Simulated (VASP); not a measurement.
# HfN (Amm2) in VASP: further runs

Runs on HfN. Level: PBE. Tasks: single point, relaxation of cell and atoms.

Everything below comes from runs of VASP 6.6.1. Logs are shortened: lines on timing, memory, paths and dates and some standing lists are left out, and cuts for length are marked.

## 1. The cell of the first run

It takes space group Amm2 (No. 38, orthorhombic). Conventional cell: a = 4.017 Å, b = 4.142 Å, c = 3.994 Å, α = 90.00°, β = 90.00°, γ = 90.00°. Hf (site symmetry mm2) has 2 N at 2.11 Å within 2.8 Å. Within 2.8 Å of N (site symmetry mm2) lie 2 Hf at 2.11 Å.

## 2. Single point, PBE

Input file INCAR:

```
ALGO     = Normal         # electronic algorithm
EDIFF    = 1E-6           # SCF threshold, eV
ENCUT    = 520            # plane-wave cutoff, eV
GGA      = PE             # functional
ISIF     = 2              # what is computed and relaxed
ISMEAR   = 0              # smearing method
LASPH    = T              # aspherical terms in the spheres
LCHARG   = T              # write CHGCAR
LELF     = T              # ELF
LREAL    = F              # projectors in reciprocal space
LVHAR    = T            
LWAVE    = F              # write WAVECAR
NBANDS   = 14             # bands
NELM     = 60             # most SCF steps
PREC     = Accurate       # precision mode
SIGMA    = 0.1            # smearing width, eV
```

Input file KPOINTS:

```
k-points
0
Gamma
  4 6 6
```

Input file POSCAR:

```
HfN
1.0
    4.0166674400      0.0000000000      0.0000000000
    0.0000000000      2.0709721700      1.9967574500
    0.0000000000     -2.0709721700      1.9967574500
Hf N
1 1
Direct
    0.0000000000      0.0501257500      0.0501257500
    0.5000000000      0.8902416700      0.8902416700
```

Potentials or basis: VASP PAW PBE potentials, release 64 (Hf_pv, N).

The run is started by

```console
> cat potpaw_PBE.64/Hf_pv/POTCAR potpaw_PBE.64/N/POTCAR > POTCAR
> mpirun -np 1 vasp_std > vasp.out
```

OUTCAR:

```text
EDIFF = 1E-6
   ENCUT = 520
   GGA = PE
   ISIF = 2
   ISMEAR = 0
   LASPH = T
   LREAL = F
   NELM = 60
   PREC = Accurate

 ion  position               nearest neighbor table
   1  0.000  0.050  0.050-   2 2.11   2 2.11
   2  0.500  0.890  0.890-   1 2.11   1 2.11

  LATTYP: Found a base centered orthorhombic cell.
 ALAT       =     3.9935149000
 B/A-ratio  =     1.0371676189
 C/A-ratio  =     1.0057975344

  Lattice vectors:

 A1 = (   0.0000000000,   2.0709721700,   1.9967574500)
 A2 = (   0.0000000000,  -2.0709721700,   1.9967574500)
 A3 = (   4.0166674400,   0.0000000000,   0.0000000000)

Analysis of symmetry for initial positions (statically):
=====================================================================
 Subroutine PRICEL returns:
 Original cell was already a primitive cell.

 Routine SETGRP: Setting up the symmetry group for a
 base centered orthorhombic supercell.

 Subroutine GETGRP returns: Found  4 space group operations
 (whereof  4 operations were pure point group operations)
 out of a pool of  8 trial point group operations.

The static configuration has the point symmetry C_2v.

Analysis of symmetry for dynamics (positions and initial velocities):
=====================================================================
 Subroutine PRICEL returns:
 Original cell was already a primitive cell.

 Routine SETGRP: Setting up the symmetry group for a
 base centered orthorhombic supercell.

 Subroutine GETGRP returns: Found  4 space group operations
 (whereof  4 operations were pure point group operations)
 out of a pool of  8 trial point group operations.

The dynamic configuration has the point symmetry C_2v.

 Subroutine INISYM returns: Found  4 space group operations
 (whereof  4 operations are pure point group operations),
 and found     1 'primitive' translations

----------------------------------------------------------------------------------------

                                     Primitive cell

  volume of cell :      33.2197

  direct lattice vectors                    reciprocal lattice vectors
     4.016667440  0.000000000  0.000000000     0.248962608  0.000000000  0.000000000
     0.000000000  2.070972170  1.996757450     0.000000000  0.241432506  0.250405977
     0.000000000 -2.070972170  1.996757450     0.000000000 -0.241432506  0.250405977

  length of vectors
     4.016667440  2.876797880  2.876797880     0.248962608  0.347840205  0.347840205

  position of ions in fractional coordinates (direct lattice)
     0.000000000  0.050125750  0.050125750
     0.500000000  0.890241670  0.890241670

  ion indices of the primitive-cell ions
   primitive index   ion index
                 1           1
                 2           2

----------------------------------------------------------------------------------------

 KPOINTS: k-points

Automatic generation of k-mesh.
 Grid dimensions read from file:
 generate k-points for:    4    6    6

 Generating k-lattice:

  Cartesian coordinates                     Fractional coordinates (reciprocal lattice)
     0.062240652  0.000000000  0.000000000     0.250000000  0.000000000  0.000000000
     0.000000000  0.040238751  0.041734329     0.000000000  0.166666667  0.000000000
     0.000000000 -0.040238751  0.041734329     0.000000000  0.000000000  0.166666667

  Length of vectors
     0.062240652  0.057973367  0.057973367

  Shift w.r.t. Gamma in fractional coordinates (k-lattice)
     0.000000000  0.000000000  0.000000000

 Subroutine IBZKPT returns following result:
 ===========================================

 Found     39 irreducible k-points:

 Following reciprocal coordinates:
            Coordinates               Weight
  0.000000  0.000000  0.000000      1.000000
  0.250000  0.000000  0.000000      2.000000
  0.500000  0.000000  0.000000      1.000000
  0.000000  0.166667 -0.000000      4.000000
  0.250000  0.166667 -0.000000      8.000000
  0.500000  0.166667 -0.000000      4.000000
[... 16 lines left out ...]
  0.250000 -0.333333  0.166667      8.000000
  0.500000 -0.333333  0.166667      4.000000
 [... further k-points ...]
   k-points           NKPTS =     39   k-points in BZ     NKDIM =     39   number of bands    NBANDS=     14
   number of dos      NEDOS =    301   number of ions     NIONS =      2
   total plane-waves  NPLWV =  17280
   dimension x,y,z NGX =    30 NGY =   24 NGZ =   24
   dimension x,y,z NGXF=    60 NGYF=   48 NGZF=   48
   ions per type =               1   1
   NGX,Y,Z   is equivalent  to a cutoff of  12.42, 13.87, 13.87 a.u.
   NGXF,Y,Z  is equivalent  to a cutoff of  24.83, 27.74, 27.74 a.u.
 SYSTEM =  unknown system
   PREC   = accura    normal or accurate (medium, high low for compatibility)
   ISTART =      0    job   : 0-new  1-cont  2-samecut
   ICHARG =      2    charge: 1-file 2-atom 10-const
   ISPIN  =      1    spin polarized calculation?
   LNONCOLLINEAR =      F non collinear calculations
   LSORBIT =      F    spin-orbit coupling
   LASPH  =      T    aspherical Exc in radial PAW
   ENCUT  =  520.0 eV  38.22 Ry    6.18 a.u.   7.47  5.35  5.35*2*pi/ulx,y,z
   NELM   =     60;   NELMIN=  2; NELMDL= -5     # of ELM steps
   EDIFF  = 0.1E-05   stopping-criterion for ELM
   LREAL  =      F    real-space projection
   EDIFFG = 0.1E-04   stopping-criterion for IOM
   NSW    =      0    number of steps for IOM
   IBRION =     -1    ionic relax: 0-MD 1-quasi-New 2-CG
   NFREE  =      0    steps in history (QN), initial steepest desc. (CG)
   ISIF   =      2    stress and relaxation
   ISYM   =      2    0-nonsym 1-usesym 2-fastsym
   POTIM  = 0.5000    time-step for ionic-motion
   TEBEG  =    0.0;   TEEND  =   0.0 temperature during run
   PSTRESS=    0.0 pullay stress
   NELECT =      15.0000    total number of electrons
   NUPDOWN=      -1.0000    fix difference up-down
   EMIN   =  10.00;   EMAX   =-10.00  energy-range for DOS
   EFERMI =   0.00;   METHOD = LEGACY
   ISMEAR =     0;   SIGMA  =   0.10  broadening in eV -4-tet -1-fermi 0-gaus
   EFERMI_NEDOS =   21; number of points for ismear=-14 and -15
   IALGO  =     38    algorithm
   IMIX   =      4    mixing-type and parameters
     AMIX     =   0.40;   BMIX     =  1.00
     AMIX_MAG =   1.60;   BMIX_MAG =  1.00
  volume/ion in A,a.u.               =      16.61       112.09
  Fermi-wavevector in a.u.,A,eV,Ry     =   1.255953  2.373407 21.462079  1.577418
  Thomas-Fermi vector in A             =   2.389685
   LORBIT       =      0    0 simple, 1 ext, 2 COOP (PROOUT), +10 PAW based schemes
   GGA     = PE    functional components
   LHFCALC =     F    Hartree Fock is set to
   AEXX    =    0.0000 exact exchange contribution
   IVDW    =     0    specifies the selected vdW correction
   LEPSILON=     F    determine dielectric tensor
   LRPA    =     F    only Hartree local field effects (RPA)
 non-spin polarized calculation
 Gauss-broadening in eV      SIGMA  =   0.10
  energy-cutoff  :      520.00
  volume of cell :       33.22
 maximum number of plane-waves:       912
 NGX is ok and might be reduce to    30
   NGX = 15   NGY = 11   NGZ = 11

 number of electron      15.0000000 magnetization

 Free energy of the ion-electron system (eV)
  ---------------------------------------------------
  ext. energy  EPLUGINS =         0.00000000
  ---------------------------------------------------
  free energy    TOTEN  =       -17.32081273 eV

  energy without entropy =      -17.30843281  energy(sigma->0) =      -17.31462277

 E-fermi :   3.5334     XC(G=0): -10.7345

 val. band max:        3.5196435903   @ k =   0.0000   0.1667  -0.0000
 cond. band min:       3.5554039490   @ k =   0.5000   0.0000   0.0000
 fundamental gap:      0.0357603588
 Fermi energy:         3.5334193618

 k-point     1 :       0.0000    0.0000    0.0000
  band No.  band energies     occupation
      1     -26.9062      2.00000
      2     -26.5660      2.00000
      3     -26.5449      2.00000
      4     -10.6745      2.00000
      5      -0.7243      2.00000
      6       1.1782      2.00000
      7       1.5858      2.00000
      8       3.5557      0.75229
      9       4.7062      0.00000
     10       8.5334      0.00000
     11       8.7587      0.00000
     12      10.1373      0.00000
     13      10.7758      0.00000
     14      14.4178      0.00000

 k-point     2 :       0.2500    0.0000    0.0000
  band No.  band energies     occupation
      1     -26.9576      2.00000
      2     -26.5645      2.00000
      3     -26.5430      2.00000
      4     -10.1470      2.00000
      5      -1.2729      2.00000
      6       0.6354      2.00000
      7       1.8290      2.00000
      8       3.9790      0.00000
      9       3.9935      0.00000
     10       7.6993      0.00000
     11       8.9001      0.00000
     12      10.1088      0.00000
     13      10.6945      0.00000
     14      14.7443      0.00000

 k-point     3 :       0.5000    0.0000    0.0000
  band No.  band energies     occupation
      1     -27.0079      2.00000
      2     -26.5631      2.00000
      3     -26.5413      2.00000
      4      -9.5215      2.00000
      5      -2.2282      2.00000
      6       0.9048      2.00000
      7       2.2529      2.00000
      8       3.2155      1.99999
      9       3.5554      0.75587
     10       7.0228      0.00000
     11       9.0768      0.00000
     12      10.0942      0.00000
     13      11.8753      0.00000
     14      13.6681      0.00000
[... 324 lines left out ...]
 k-point    23 :       0.2500   -0.3333    0.1667
  band No.  band energies     occupation
      1     -27.2981      2.00000
      2     -26.8341      2.00000
      3     -26.7390      2.00000
      4      -9.4124      2.00000
      5      -0.3466      2.00000
      6       0.7490      2.00000
      7       1.9798      2.00000
      8       3.7067      0.01428
      9       4.9936      0.00000
     10       6.4687      0.00000
     11       7.5406      0.00000
     12       8.3630      0.00000
     13      12.1888      0.00000
     14      16.2009      0.00000

 k-point    24 :       0.5000   -0.3333    0.1667
  band No.  band energies     occupation
      1     -27.2949      2.00000
      2     -26.8781      2.00000
      3     -26.7372      2.00000
      4      -8.9389      2.00000
      5      -0.5839      2.00000
      6       0.0985      2.00000
      7       2.6819      2.00000
      8       2.8257      2.00000
      9       4.6049      0.00000
     10       7.0494      0.00000
     11       7.4868      0.00000
     12       8.6174      0.00000
     13      12.7634      0.00000
     14      15.1105      0.00000

 [... further k-points ...]
[... 5 lines left out ...]
  --------------------------------------------------------------------------------------
  -------------------------------------------------------------------------------------
  Total       -7.6811509      1.2818710      2.9898450      0.0000000      0.0000000      0.0000000
  in kB     -370.4600925     61.8243378    144.1995169      0.0000000      0.0000000      0.0000000
  external PRESSURE =     -54.8120793 kB  Pullay stress =       0.0000000 kB

 VOLUME and BASIS-vectors are now :
 -----------------------------------------------------------------------------
  energy-cutoff  :      520.00
  volume of cell :       33.22
      direct lattice vectors                 reciprocal lattice vectors
     4.016667440  0.000000000  0.000000000     0.248962608  0.000000000  0.000000000
     0.000000000  2.070972170  1.996757450     0.000000000  0.241432506  0.250405977
     0.000000000 -2.070972170  1.996757450     0.000000000 -0.241432506  0.250405977

 POSITION                                       TOTAL-FORCE (eV/Angst)
 -----------------------------------------------------------------------------------
      0.00000      0.00000      0.20018         0.000000      0.000000      0.502841
      2.00833      0.00000      3.55519         0.000000      0.000000     -0.502841
 -----------------------------------------------------------------------------------
    total drift:                                0.000000      0.000000     -0.000160

  FREE ENERGIE OF THE ION-ELECTRON SYSTEM (eV)
  ---------------------------------------------------
  free  energy   TOTEN  =       -17.3208127274 eV

  energy  without entropy=      -17.3084328109  energy(sigma->0) =      -17.31462277
```

Run time: 16 s. Hardware: 1 thread of Intel Xeon Platinum 8375C at 2.90GHz (Ice Lake), shared host; peak memory 0.16 GiB.

Results:

```yaml
Free_energy: -17.3208 eV
Pressure: -5.5 GPa
Largest_force: 0.503 eV/Å
```

Forces in eV/Å, atoms in the order of the input:
```
Hf   0.000  0.000  0.503
N    0.000  0.000 -0.503
```

Stress tensor (GPa, compression positive):
```
-37.05   0.00   0.00
  0.00   6.18   0.00
  0.00   0.00  14.42
```

Levels at points of the mesh, in eV from the Fermi level:
| k point | band 5 | band 6 | band 7 | band 8 | band 9 | band 10 | band 11 | band 12 |
| --- | --- | --- | --- | --- | --- | --- | --- | --- |
| (0.00, 0.00, 0.00) | -4.26 | -2.36 | -1.95 | 0.02 | 1.17 | 5.00 | 5.23 | 6.60 |
| (0.50, 0.00, 0.00) | -5.76 | -2.63 | -1.28 | -0.32 | 0.02 | 3.49 | 5.54 | 6.56 |
| (0.00, 0.50, 0.00) | -3.99 | -2.90 | -1.84 | 0.95 | 2.08 | 3.17 | 4.29 | 6.28 |
| (0.50, 0.50, 0.00) | -4.36 | -3.96 | -1.23 | 0.25 | 2.48 | 3.29 | 3.65 | 5.59 |
| (0.00, 0.50, 0.50) | -3.74 | -2.65 | -2.53 | -1.38 | 1.06 | 4.85 | 7.32 | 8.73 |
| (0.50, 0.50, 0.50) | -3.86 | -3.52 | -2.50 | -1.96 | 2.50 | 4.72 | 6.98 | 7.21 |

Caveat: the k points lie up to 0.39 Å⁻¹ apart; spin-orbit coupling is left out, which moves the levels of the heavy elements.

## 3. Relaxation of cell and atoms, PBE

Input file INCAR:

```
SYSTEM = HfN
PREC = Accurate
ENCUT = 600
EDIFF = 1E-6
ISMEAR = 0
SIGMA = 0.1
LREAL = .FALSE.
LASPH = .TRUE.
NELM = 80
ALGO = Normal
ISIF = 3
LWAVE = .FALSE.
LCHARG = .FALSE.
GGA = PE
IBRION = 2
NSW = 90
EDIFFG = -0.04
```

Input file KPOINTS:

```
regular mesh
0
G
  4 6 6
  0 0 0
```

POSCAR is that of step 2.

Potentials or basis: VASP PAW PBE potentials, release 64 (Hf_pv, N).

The run is started by

```console
> cat potpaw_PBE.64/Hf_pv/POTCAR potpaw_PBE.64/N/POTCAR > POTCAR
> mpirun -np 1 vasp_std > vasp.out
```

Run time: 2.6 min. Hardware: 1 thread of Intel Xeon Platinum 8375C at 2.90GHz (Ice Lake), shared host; peak memory 0.18 GiB.

Results (log left out):

- Free energy: -20.9354 eV
- Relaxed volume: 12.01 Å³/atom
- Relaxed cell: a = 2.905 Å, b = 3.082 Å, c = 3.082 Å, α = 60.50°, β = 90.00°, γ = 90.00°
- Space group after relaxing (to 0.05 Å): P-6m2 (No. 187)
- Energy gained by relaxing: 1806.5 meV/atom
- Ionic steps: 26
- Pressure after relaxing: 0.0 GPa
- Largest force after relaxing: 0.024 eV/Å

Forces on the atoms (eV/Å):
```
Hf   0.000  0.000  0.024
N    0.000  0.000 -0.024
```

Stress tensor (GPa, compression positive):
```
 0.14  0.00  0.00
 0.00 -0.26  0.00
 0.00  0.00  0.09
```

Step by step:
```tsv
step	energy change (eV)	largest force (eV/Å)	pressure (GPa)	volume (Å³)
1	0.0000	0.5024	-5.54	33.22
2	0.2438	6.6627	49.22	29.88
3	-0.5404	2.2703	10.98	31.77
4	-0.5448	2.5095	13.18	31.63
5	-1.2206	1.2607	-1.53	34.38
6	-1.2488	1.2243	-19.09	37.17
7	-1.3933	0.3587	-9.87	35.57
8	-1.4050	0.0001	-12.16	35.94
9	-1.6014	0.0913	-18.14	33.09
10	-1.5997	0.3548	-17.22	33.58
11	-2.2981	1.1752	-13.85	29.17
12	1.6107	4.8260	191.67	17.17
13	-2.5854	1.1270	-10.54	27.46
14	-2.6702	0.3001	23.76	22.77
15	-2.8024	0.9445	-0.50	25.33
16	-3.3778	0.1515	15.90	22.85
17	-3.3788	0.0769	17.47	22.72
18	-3.5889	0.1924	-0.19	24.04
19	-3.5948	0.2046	-3.67	24.36
20	-3.5949	0.2035	-3.31	24.33
21	-3.6066	0.1914	-0.94	24.09
22	-3.6091	0.1832	0.80	23.92
23	-3.6115	0.1335	0.43	23.97
24	-3.6127	0.0707	-0.12	24.03
25	-3.6128	0.0610	-0.22	24.04
26	-3.6130	0.0239	-0.01	24.02
```

Final structure:
```
Hf N
1.0
     2.90536    0.00000    0.00000
     0.00000    1.55254    2.66234
     0.00000   -1.55254    2.66234
Hf N
1 1
Cartesian
  0.0000 0.0000 0.7294
  1.4527 0.0000 4.2778
```

Levels at points of the mesh, in eV from the Fermi level:
| k point | band 5 | band 6 | band 7 | band 8 | band 9 | band 10 | band 11 |
| --- | --- | --- | --- | --- | --- | --- | --- |
| (0.00, 0.00, 0.00) | -3.57 | -3.44 | -2.37 | -1.71 | 2.04 | 4.73 | 4.89 |
| (0.50, 0.00, 0.00) | -7.81 | -2.75 | -2.68 | 1.38 | 1.56 | 3.77 | 4.29 |
| (0.00, 0.50, 0.00) | -6.77 | -3.42 | -2.27 | -1.84 | 4.80 | 4.99 | 6.41 |
| (0.50, 0.50, 0.00) | -5.84 | -4.77 | -4.35 | 0.65 | 4.97 | 6.57 | 7.95 |
| (0.00, 0.50, 0.50) | -6.73 | -3.42 | -2.34 | -1.83 | 4.80 | 4.91 | 6.44 |
| (0.50, 0.50, 0.50) | -5.85 | -4.77 | -4.46 | 0.75 | 4.96 | 6.62 | 7.97 |

Caveat: the k points lie up to 0.54 Å⁻¹ apart in the final cell; the volume moved by over 15 % at a fixed basis, so the end points are rough; spin-orbit coupling is left out, which moves the levels of the heavy elements.
